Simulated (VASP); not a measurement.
Set up this calculation in VASP 6.6.1, as the native input.

```yaml
Task: single point
Functional: r2SCAN
Potentials_or_basis: VASP PAW PBE potentials, release 64 (Cd, S)
Cutoff: 520 eV
k_mesh: 12 × 12 × 4
Occupations: fermi-dirac, width 0.02 eV
Spin: no spin polarisation
Dipole_correction: no
Further_INCAR_settings: ALGO = Normal; EDIFF = 1e-06; NBANDS = 26
```

CdS:

```
Cd S
1.0
     4.16499    0.00000    0.00000
    -2.08250    3.60699    0.00000
     0.00000    0.00000    6.76709
Cd S
2 2
Direct
  0.33333 0.66667 0.99903
  0.66667 0.33333 0.49903
  0.33333 0.66667 0.37597
  0.66667 0.33333 0.87597
```

One way to write it, as run:

POSCAR

```
CdS
1.0
    4.1649930454     -0.0000000029      0.0000000000
   -2.0824965202      3.6069897854      0.0000000000
    0.0000000000      0.0000000000      6.7670884100
Cd S
2 2
Direct
    0.3333333333      0.6666666667     -0.0009654500
    0.6666666667      0.3333333333      0.4990345500
    0.3333333333      0.6666666667      0.3759654500
    0.6666666667      0.3333333333      0.8759654500
```

INCAR.step1

```
PREC = Accurate
ENCUT = 520
ISMEAR = -1
SIGMA = 0.02
LREAL = F
LASPH = T
NELM = 60
NBANDS = 26
GGA = PE
ALGO = Normal
EDIFF = 1E-4
LWAVE = T
LCHARG = F
```

INCAR.step2

```
PREC = Accurate
ENCUT = 520
EDIFF = 1E-6
ISMEAR = -1
SIGMA = 0.02
LREAL = F
LASPH = T
NELM = 60
ALGO = Normal
ISIF = 2
LWAVE = F
LCHARG = F
METAGGA = R2SCAN
LMIXTAU = T
NBANDS = 26
ISTART = 1
```

KPOINTS

```
regular mesh
0
Gamma
  12 12 4
```

Potentials or basis: VASP PAW PBE potentials, release 64 (Cd, S).

Launch:

```sh
$ cat potpaw_PBE.64/Cd/POTCAR potpaw_PBE.64/S/POTCAR > POTCAR
$ cp INCAR.step1 INCAR
$ mpirun -np 1 vasp_std > vasp.out
$ cp INCAR.step2 INCAR
$ mpirun -np 1 vasp_std > vasp.out
```

Results of the run:

| Item | Value |
| --- | --- |
| Pressure | 0.3 GPa |
| Band gap on the k mesh | 1.63 eV |

Caveat: the PAW data sets were made with another functional, which shifts forces and pressure a little.

Wall time 8.9 min on 1 thread of Intel Xeon 8259CL, on a shared host, peak memory 0.31 GiB.
